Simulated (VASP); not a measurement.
# TiMoS4 (F-43m) in VASP: single point with PBE

Aim: the single point of TiMoS4 with PBE.

Everything below comes from runs of VASP 6.6.1. Logs are shortened: lines on timing, memory, paths and dates and some standing lists are left out, and cuts for length are marked.

## 1. The cell of the first run

The structure is cubic, space group F-43m (No. 216). The conventional cell has a = 7.152 Å, b = 7.152 Å, c = 7.152 Å, α = 90.00°, β = 90.00°, γ = 90.00°. Ti (site symmetry -43m) has 12 S at 2.97 Å and 4 Mo at 3.10 Å within 3.9 Å. Within 3.9 Å of Mo (site symmetry -43m) lie 12 S at 2.97 Å and 4 Ti at 3.10 Å. Within 3.3 Å of S (site symmetry 3m) lie 6 S at 2.53 Å and 3 Ti at 2.97 Å and 3 Mo at 2.97 Å.

The cell was generated, and may not be a known phase.

## 2. Single point, PBE, collinear spin

Contents of INCAR:

```
ALGO = Normal
EDIFF = 1E-6
ENCUT = 520
GGA = PE
ISIF = 2
ISMEAR = 0
ISPIN = 2
LASPH = T
LCHARG = T
LELF = T
LMAXMIX = 4
LORBIT = 11
LREAL = F
LVHAR = T
LWAVE = F
MAGMOM = 0.35 0 0 0 0 0
NBANDS = 38
NELM = 150
PREC = Accurate
SIGMA = 0.1
```

Contents of KPOINTS:

```
k-points
0
Gamma
  10 10 10
```

Contents of POSCAR:

```
TiMoS4
1.0
    0.0000000000      3.5759988245      3.5759988245
    3.5759988245      0.0000000000      3.5759988245
    3.5759988245      3.5759988245      0.0000000000
Ti Mo S
1 1 4
Direct
    0.2500000000      0.2500000000      0.2500000000
    0.0000000000      0.0000000000      0.0000000000
    0.6249854787      0.6249854787      0.6249854787
    0.6249854787      0.6249854787      0.1250435640
    0.6249854787      0.1250435640      0.6249854787
    0.1250435640      0.6249854787      0.6249854787
```

Potentials or basis: VASP PAW PBE potentials, release 64 (Ti_sv, Mo_sv, S).

Launch:

```sh
$ cat potpaw_PBE.64/Ti_sv/POTCAR potpaw_PBE.64/Mo_sv/POTCAR potpaw_PBE.64/S/POTCAR > POTCAR
$ mpirun -np 1 vasp_std > vasp.out
```

OUTCAR:

```text
EDIFF = 1E-6
   ENCUT = 520
   GGA = PE
   ISIF = 2
   ISMEAR = 0
   ISPIN = 2
   LASPH = T
   LORBIT = 11
   LREAL = F
   NELM = 150
   PREC = Accurate

 ion  position               nearest neighbor table
   1  0.250  0.250  0.250-   2 3.10   2 3.10   2 3.10   2 3.10
   2  0.000  0.000  0.000-   4 2.97   5 2.97   6 2.97   3 2.97   3 2.97   3 2.97   5 2.97   5 2.97
                             6 2.97   4 2.97   4 2.97   6 2.97   1 3.10   1 3.10   1 3.10   1 3.10
   3  0.625  0.625  0.625-   4 2.53   5 2.53   6 2.53   6 2.53   5 2.53   4 2.53   2 2.97   2 2.97
                             2 2.97
   4  0.625  0.625  0.125-   3 2.53   5 2.53   6 2.53   5 2.53   6 2.53   3 2.53   2 2.97   2 2.97
                             2 2.97
   5  0.625  0.125  0.625-   3 2.53   4 2.53   6 2.53   6 2.53   4 2.53   3 2.53   2 2.97   2 2.97
                             2 2.97
   6  0.125  0.625  0.625-   3 2.53   4 2.53   5 2.53   5 2.53   4 2.53   3 2.53   2 2.97   2 2.97
                             2 2.97

  LATTYP: Found a face centered cubic cell.
 ALAT       =     7.1519976490

  Lattice vectors:

 A1 = (   0.0000000000,   3.5759988245,   3.5759988245)
 A2 = (   3.5759988245,   0.0000000000,   3.5759988245)
 A3 = (   3.5759988245,   3.5759988245,   0.0000000000)

Analysis of symmetry for initial positions (statically):
=====================================================================
 Subroutine PRICEL returns:
 Original cell was already a primitive cell.

 Routine SETGRP: Setting up the symmetry group for a
 face centered cubic supercell.

 Subroutine GETGRP returns: Found 24 space group operations
 (whereof 24 operations were pure point group operations)
 out of a pool of 48 trial point group operations.

The static configuration has the point symmetry T_d .

Analysis of symmetry for dynamics (positions and initial velocities):
=====================================================================
 Subroutine PRICEL returns:
 Original cell was already a primitive cell.

 Routine SETGRP: Setting up the symmetry group for a
 face centered cubic supercell.

 Subroutine GETGRP returns: Found 24 space group operations
 (whereof 24 operations were pure point group operations)
 out of a pool of 48 trial point group operations.

The dynamic configuration has the point symmetry T_d .

Analysis of structural, dynamic, and magnetic symmetry:
=====================================================================
 Subroutine PRICEL returns:
 Original cell was already a primitive cell.

 Routine SETGRP: Setting up the symmetry group for a
 face centered cubic supercell.

 Subroutine GETGRP returns: Found 24 space group operations
 (whereof 24 operations were pure point group operations)
 out of a pool of 48 trial point group operations.

The overall configuration has the point symmetry T_d .

 Subroutine INISYM returns: Found 24 space group operations
 (whereof 24 operations are pure point group operations),
 and found     1 'primitive' translations

----------------------------------------------------------------------------------------

                                     Primitive cell

  volume of cell :      91.4581

  direct lattice vectors                    reciprocal lattice vectors
     0.000000000  3.575998825  3.575998825    -0.139821075  0.139821075  0.139821075
     3.575998825  0.000000000  3.575998825     0.139821075 -0.139821075  0.139821075
     3.575998825  3.575998825  0.000000000     0.139821075  0.139821075 -0.139821075

  length of vectors
     5.057226037  5.057226037  5.057226037     0.242177206  0.242177206  0.242177206

  position of ions in fractional coordinates (direct lattice)
     0.250000000  0.250000000  0.250000000
     0.000000000  0.000000000  0.000000000
     0.624985479  0.624985479  0.624985479
     0.624985479  0.624985479  0.125043564
     0.624985479  0.125043564  0.624985479
     0.125043564  0.624985479  0.624985479

  ion indices of the primitive-cell ions
   primitive index   ion index
                 1           1
                 2           2
                 3           3
                 4           4
                 5           5
                 6           6

----------------------------------------------------------------------------------------

 KPOINTS: k-points

Automatic generation of k-mesh.
 Grid dimensions read from file:
 generate k-points for:   10   10   10

 Generating k-lattice:

  Cartesian coordinates                     Fractional coordinates (reciprocal lattice)
    -0.013982108  0.013982108  0.013982108     0.100000000  0.000000000  0.000000000
     0.013982108 -0.013982108  0.013982108     0.000000000  0.100000000  0.000000000
     0.013982108  0.013982108 -0.013982108     0.000000000  0.000000000  0.100000000

  Length of vectors
     0.024217721  0.024217721  0.024217721

  Shift w.r.t. Gamma in fractional coordinates (k-lattice)
     0.000000000  0.000000000  0.000000000

 Subroutine IBZKPT returns following result:
 ===========================================

 Found     47 irreducible k-points:

 Following reciprocal coordinates:
            Coordinates               Weight
  0.000000  0.000000  0.000000      1.000000
  0.100000  0.000000  0.000000      8.000000
  0.200000  0.000000  0.000000      8.000000
  0.300000  0.000000  0.000000      8.000000
  0.400000  0.000000  0.000000      8.000000
  0.500000  0.000000  0.000000      4.000000
[... 16 lines left out ...]
  0.300000  0.300000  0.000000      6.000000
  0.400000  0.300000  0.000000     24.000000
 [... further k-points ...]
   k-points           NKPTS =     47   k-points in BZ     NKDIM =     47   number of bands    NBANDS=     38
   number of dos      NEDOS =    301   number of ions     NIONS =      6
   total plane-waves  NPLWV =  64000
   dimension x,y,z NGX =    40 NGY =   40 NGZ =   40
   dimension x,y,z NGXF=    80 NGYF=   80 NGZF=   80
   ions per type =               1   1   4
   NGX,Y,Z   is equivalent  to a cutoff of  13.15, 13.15, 13.15 a.u.
   NGXF,Y,Z  is equivalent  to a cutoff of  26.30, 26.30, 26.30 a.u.
 SYSTEM =  unknown system
   PREC   = accura    normal or accurate (medium, high low for compatibility)
   ISTART =      0    job   : 0-new  1-cont  2-samecut
   ICHARG =      2    charge: 1-file 2-atom 10-const
   ISPIN  =      2    spin polarized calculation?
   LNONCOLLINEAR =      F non collinear calculations
   LSORBIT =      F    spin-orbit coupling
   LASPH  =      T    aspherical Exc in radial PAW
   ENCUT  =  520.0 eV  38.22 Ry    6.18 a.u.   9.40  9.40  9.40*2*pi/ulx,y,z
   NELM   =    150;   NELMIN=  2; NELMDL= -5     # of ELM steps
   EDIFF  = 0.1E-05   stopping-criterion for ELM
   LREAL  =      F    real-space projection
   EDIFFG = 0.1E-04   stopping-criterion for IOM
   NSW    =      0    number of steps for IOM
   IBRION =     -1    ionic relax: 0-MD 1-quasi-New 2-CG
   NFREE  =      0    steps in history (QN), initial steepest desc. (CG)
   ISIF   =      2    stress and relaxation
   ISYM   =      2    0-nonsym 1-usesym 2-fastsym
   POTIM  = 0.5000    time-step for ionic-motion
   TEBEG  =    0.0;   TEEND  =   0.0 temperature during run
   PSTRESS=    0.0 pullay stress
   NELECT =      50.0000    total number of electrons
   NUPDOWN=      -1.0000    fix difference up-down
   EMIN   =  10.00;   EMAX   =-10.00  energy-range for DOS
   EFERMI =   0.00;   METHOD = LEGACY
   ISMEAR =     0;   SIGMA  =   0.10  broadening in eV -4-tet -1-fermi 0-gaus
   EFERMI_NEDOS =   21; number of points for ismear=-14 and -15
   IALGO  =     38    algorithm
   IMIX   =      4    mixing-type and parameters
     AMIX     =   0.40;   BMIX     =  1.00
     AMIX_MAG =   1.60;   BMIX_MAG =  1.00
  volume/ion in A,a.u.               =      15.24       102.86
  Fermi-wavevector in a.u.,A,eV,Ry     =   1.338620  2.529626 24.380345  1.791905
  Thomas-Fermi vector in A             =   2.467077
   LORBIT       =     11    0 simple, 1 ext, 2 COOP (PROOUT), +10 PAW based schemes
   GGA     = PE    functional components
   LHFCALC =     F    Hartree Fock is set to
   AEXX    =    0.0000 exact exchange contribution
   IVDW    =     0    specifies the selected vdW correction
   LEPSILON=     F    determine dielectric tensor
   LRPA    =     F    only Hartree local field effects (RPA)
 spin polarized calculation
 Gauss-broadening in eV      SIGMA  =   0.10
  energy-cutoff  :      520.00
  volume of cell :       91.46
 maximum number of plane-waves:      2488
 NGX is ok and might be reduce to    40
   NGX = 19   NGY = 19   NGZ = 19

 number of electron      50.0000011 magnetization      -0.0112339

 number of electron      50.0000011 magnetization       0.0006751

 Free energy of the ion-electron system (eV)
  ---------------------------------------------------
  ext. energy  EPLUGINS =         0.00000000
  ---------------------------------------------------
  free energy    TOTEN  =       -29.40538699 eV

  energy without entropy =      -29.37969824  energy(sigma->0) =      -29.39254261

 E-fermi :  10.2230     XC(G=0): -11.8163

 val. band max:       10.2228335767   @ k =  -0.2000   0.2000   0.0000
 cond. band min:      10.2240800469   @ k =  -0.2000   0.2000   0.0000
 fundamental gap:      0.0012464702
 Fermi energy:        10.2230115361

 spin component 1

 k-point     1 :       0.0000    0.0000    0.0000
  band No.  band energies     occupation
      1     -50.9276      1.00000
      2     -47.4319      1.00000
      3     -25.0170      1.00000
      4     -25.0170      1.00000
      5     -25.0170      1.00000
      6     -23.6858      1.00000
[... 29 lines left out ...]
     36      13.2459      0.00000
     37      13.2459      0.00000

 k-point     2 :       0.1000    0.0000    0.0000
  band No.  band energies     occupation
      1     -50.9276      1.00000
      2     -47.4319      1.00000
      3     -25.0173      1.00000
      4     -25.0172      1.00000
      5     -25.0172      1.00000
      6     -23.6860      1.00000
[... 29 lines left out ...]
     36      13.1553      0.00000
     37      13.3068      0.00000
[... 838 lines left out ...]
     36      14.0215      0.00000
     37      15.1379      0.00000

 k-point    24 :       0.4000    0.3000    0.0000
  band No.  band energies     occupation
      1     -50.9275      1.00000
      2     -47.4320      1.00000
      3     -25.0204      1.00000
      4     -25.0200      1.00000
      5     -25.0168      1.00000
      6     -23.6895      1.00000
[... 29 lines left out ...]
     36      14.2327      0.00000
     37      15.6932      0.00000

 [... further k-points ...]

 spin component 2

 k-point     1 :       0.0000    0.0000    0.0000
  band No.  band energies     occupation
      1     -50.9258      1.00000
      2     -47.4337      1.00000
      3     -25.0150      1.00000
      4     -25.0150      1.00000
      5     -25.0150      1.00000
      6     -23.6875      1.00000
[... 29 lines left out ...]
     36      13.2458      0.00000
     37      13.2458      0.00000

 k-point     2 :       0.1000    0.0000    0.0000
  band No.  band energies     occupation
      1     -50.9258      1.00000
      2     -47.4337      1.00000
      3     -25.0153      1.00000
      4     -25.0152      1.00000
      5     -25.0152      1.00000
      6     -23.6878      1.00000
[... 29 lines left out ...]
     36      13.1552      0.00000
     37      13.3068      0.00000
[... 838 lines left out ...]
     36      14.0216      0.00000
     37      15.1379      0.00000

 k-point    24 :       0.4000    0.3000    0.0000
  band No.  band energies     occupation
      1     -50.9257      1.00000
      2     -47.4338      1.00000
      3     -25.0184      1.00000
      4     -25.0180      1.00000
      5     -25.0148      1.00000
      6     -23.6913      1.00000
[... 29 lines left out ...]
     36      14.2328      0.00000
     37      15.6933      0.00000

 [... further k-points ...]

 [bands above 37 left out]

------------------------ aborting loop because EDIFF is reached ----------------------------------------

  FORCE on cell =-STRESS in cart. coord.  units (eV):
  Direction    XX          YY          ZZ          XY          YZ          ZX
  --------------------------------------------------------------------------------------
  -------------------------------------------------------------------------------------
  Total        0.0017936      0.0017936      0.0017936      0.0000000      0.0000000     -0.0000000
  in kB        0.0314207      0.0314207      0.0314207      0.0000000      0.0000000     -0.0000000
  external PRESSURE =       0.0314207 kB  Pullay stress =       0.0000000 kB

 VOLUME and BASIS-vectors are now :
 -----------------------------------------------------------------------------
  energy-cutoff  :      520.00
  volume of cell :       91.46
      direct lattice vectors                 reciprocal lattice vectors
     0.000000000  3.575998825  3.575998825    -0.139821075  0.139821075  0.139821075
     3.575998825  0.000000000  3.575998825     0.139821075 -0.139821075  0.139821075
     3.575998825  3.575998825  0.000000000     0.139821075  0.139821075 -0.139821075

 POSITION                                       TOTAL-FORCE (eV/Angst)
 -----------------------------------------------------------------------------------
      1.78800      1.78800      1.78800         0.000000      0.000000      0.000000
      0.00000      0.00000      0.00000         0.000000      0.000000      0.000000
      4.46989      4.46989      4.46989        -0.000177     -0.000177     -0.000177
      2.68210      2.68210      4.46989         0.000177      0.000177     -0.000177
      2.68210      4.46989      2.68210         0.000177     -0.000177      0.000177
      4.46989      2.68210      2.68210        -0.000177      0.000177      0.000177
 -----------------------------------------------------------------------------------
    total drift:                               -0.000001     -0.000001     -0.000001

  FREE ENERGIE OF THE ION-ELECTRON SYSTEM (eV)
  ---------------------------------------------------
  free  energy   TOTEN  =       -29.4053869885 eV

  energy  without entropy=      -29.3796982402  energy(sigma->0) =      -29.39254261

 total charge

# of ion       s       p       d       tot
------------------------------------------
    1        2.139   6.043   1.884  10.066
    2        2.203   6.050   3.896  12.149
    3        1.439   2.092   0.000   3.530
    4        1.439   2.092   0.000   3.530
    5        1.439   2.092   0.000   3.530
    6        1.439   2.092   0.000   3.530
--------------------------------------------------
tot         10.096  20.460   5.780  36.337

 magnetization (x)

# of ion       s       p       d       tot
------------------------------------------
    1       -0.000  -0.000  -0.002  -0.002
    2        0.000   0.000   0.002   0.003
    3        0.000  -0.000   0.000  -0.000
    4        0.000  -0.000   0.000  -0.000
    5        0.000  -0.000   0.000  -0.000
    6        0.000  -0.000   0.000  -0.000
--------------------------------------------------
tot          0.000  -0.000   0.001   0.001
```

Run time: 5.8 min. Hardware: 1 thread of Intel Xeon Platinum 8259CL at 2.50GHz (Skylake/Cascade Lake), shared host; peak memory 0.45 GiB.

Results:

```yaml
Free_energy: -29.4054 eV
Pressure: 0.0 GPa
Band_gap_on_the_k_mesh: zero (filled and empty bands overlap)
Net_moment: 0.00 μB per cell
Valence_electrons_inside_the_program's_atomic_spheres: Ti 10.07; Mo 12.15; S 3.53
```
